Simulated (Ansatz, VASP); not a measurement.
## Two plane-wave programs on SiC

```xyz
8
Lattice="3.0160 0.0000 0.0000 -1.5080 2.6119 0.0000 0.0000 0.0000 9.8752" Properties=species:S:1:pos:R:3 pbc="T T T"
Si    0.0000    0.0000   -0.0017
Si    0.0000    1.7413    2.4684
Si    0.0000    0.0000    4.9359
Si    1.5080    0.8706    7.4060
C     0.0000    0.0000    1.8495
C     0.0000    1.7413    4.3246
C     0.0000    0.0000    6.7871
C     1.5080    0.8706    9.2622
```

Change from the starting cell: hydrostatic strain -2.0%.

Alike in both runs: task single point; functional r2SCAN; k mesh 12 × 12 × 4; no spin polarisation.

```csv
,VASP,Ansatz
version,VASP 6.6.1,Ansatz 0.2.0
potentials or method,"VASP PAW PBE potentials, release 64 (Si, C)","plane waves, PAW"
plane-wave cutoff (eV),520,500
occupations,"gaussian, width 0.01 eV",fixed
valence electrons in the cell,32,32
```

VASP gave:

| Item | Value |
| --- | --- |
| gap on the k mesh at the Fermi level (eV) | 2.63 |
| pressure (GPa) | 15.3 |
| traceless stress, the component that is largest in VASP (GPa) | -0.16 |

Q: What did Ansatz give for the same quantities?

A: gap on the k mesh at the Fermi level (eV): 2.62; pressure (GPa): 15.5; traceless stress, the component that is largest in VASP (GPa): -0.17.

VASP's potentials were made for PBE, not for r2SCAN.
